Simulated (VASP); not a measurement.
Wanted: the native input for a VASP 6.6.1 run.

```
Task                   : relaxation of cell and atoms
Functional             : PBE
Potentials or basis    : VASP PAW PBE potentials, release 64 (Be, Cd, S)
Cutoff                 : 600 eV
k mesh                 : 6 × 6 × 4
Occupations            : gaussian, width 0.1 eV
Spin                   : no spin polarisation
Dipole correction      : no
Further INCAR settings : ALGO = Normal; EDIFF = 1e-06; IBRION = 2; EDIFFG = -0.04; NSW = 90; ISIF = 3
```

The structure of Be2CdS2 lies in POSCAR:

```
Be2CdS2
1.0
    4.8448726400      0.0000000000      0.0000000000
   -2.4224363200      4.1957827900      0.0000000000
    0.0000000000      0.0000000000      4.6730366800
Be Cd S
2 1 2
Direct
    0.3333333300      0.6666666700      0.0000000000
    0.6666666700      0.3333333300      0.0000000000
    0.0000000000      0.0000000000      0.0000000000
    0.3333333300      0.6666666700      0.5000000000
    0.6666666700      0.3333333300      0.5000000000
```

These files were run (other wordings do the same):

INCAR

```
SYSTEM = Be2CdS2
PREC = Accurate
ENCUT = 600
EDIFF = 1E-6
ISMEAR = 0
SIGMA = 0.1
LREAL = .False.
LASPH = .True.
NELM = 80
ALGO = Normal
ISIF = 3
LWAVE = .False.
LCHARG = .False.
GGA = PE
IBRION = 2
NSW = 90
EDIFFG = -0.04
```

KPOINTS

```
Automatic mesh
0
Gamma
  6 6 4
  0 0 0
```

Potentials or basis: VASP PAW PBE potentials, release 64 (Be, Cd, S).

Command:

```console
$ cat potpaw_PBE.64/Be/POTCAR potpaw_PBE.64/Cd/POTCAR potpaw_PBE.64/S/POTCAR > POTCAR
$ mpirun -np 1 vasp_std > vasp.out
```

Results of the run:

```yaml
Relaxed_volume: 31.54 Å³/atom
Relaxed_cell: a = 7.020 Å, b = 7.020 Å, c = 3.696 Å, α = 90.00°, β = 90.00°, γ = 120.00°
Space_group_after_relaxing_to_0.05_Å: P6/mmm (No. 191)
Energy_gained_by_relaxing: 530.5 meV/atom
Ionic_steps: 30
Pressure_after_relaxing: 0.1 GPa
Band_gap_on_the_k_mesh: 1.06 eV, indirect (least direct gap 1.43 eV)
```

Caveat: the volume moved by over 15 % at a fixed basis, so the end points are rough.

Run time: 8.5 min on 1 thread of Intel(R) Xeon(R) 6975P-C (Granite Rapids), on a shared host, peak memory 0.27 GiB.
